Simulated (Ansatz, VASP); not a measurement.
**SiO2: VASP beside Ansatz**

```
Si O
1.0
     4.08164    0.00000    0.00000
     0.00000    4.08164    0.00000
     0.00000    0.00000    2.61011
Si O
2 4
Direct
  0.00000 0.00000 0.00000
  0.50000 0.50000 0.50000
  0.30526 0.30526 0.00000
  0.19474 0.80526 0.50000
  0.69474 0.69474 0.00000
  0.80526 0.19474 0.50000
```

Change from the starting cell: volume scaled by 0.94, ions relaxed.

Alike in both runs: task relaxation of the atoms; functional PBE; k mesh 7 × 7 × 11; occupations fermi-dirac, width 0.02 eV; no spin polarisation.

|  | VASP | Ansatz |
| --- | --- | --- |
| version | VASP 6.6.1 | Ansatz 0.2.0 |
| potentials or method | VASP PAW PBE potentials, release 64 (Si, O) | plane-wave PAW, scalar-relativistic |
| plane-wave cutoff (eV) | 520 | 420 |
| valence electrons in the cell | 32 | 32 |

|  | VASP | Ansatz | Ansatz less VASP |
| --- | --- | --- | --- |
| gap on the k mesh at the Fermi level, each at its own relaxed structure (eV) | 6.77 | 6.78 | +0.012 |

Ansatz's warnings: stress scf threshold loose.
